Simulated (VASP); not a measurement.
A run of VASP 6.6.1 is set up as follows.

Contents of INCAR:

```
  PREC = Accurate
  ENCUT = 520
  EDIFF = 1E-6
  ISMEAR = -1
  SIGMA = 0.03
  LREAL = F
  LASPH = T
  NELM = 100
  ALGO = Normal
  ISIF = 2
  LWAVE = F
  LCHARG = F
  GGA = PS
  NBANDS = 25
```

KPOINTS

```
Automatic mesh
0
Gamma
  7 7 7
```

Contents of POSCAR:

```
SiO2
1.0
   -2.3503095000      2.3503095000      3.7440000000
    2.3503095000     -2.3503095000      3.7440000000
    2.3503095000      2.3503095000     -3.7440000000
Si O
2 4
Direct
    0.0000000000      0.0000000000      0.0000000000
    0.7500000000      0.2500000000      0.5000000000
    0.9983800000      0.6250000000      0.8733800000
    0.3750000000      0.2483800000      0.3733800000
    0.7516200000      0.1250000000      0.1266200000
    0.8750000000      0.0016200000      0.6266200000
```

Potentials or basis: VASP PAW PBE potentials, release 64 (Si, O).

Run with:

```console
$ cat potpaw_PBE.64/Si/POTCAR potpaw_PBE.64/O/POTCAR > POTCAR
$ mpirun -np 1 vasp_std > vasp.out
```

(1) Predict the band gap on the k mesh.

(2) Estimate the largest force.

Answers

(1) 6.09 eV, direct.

(2) 0.307 eV/Å.

Caveat: the cell differs from its parent crystal (equal xx and yy strain of -1 %); the PAW data sets were made with another functional, which shifts forces and pressure a little.
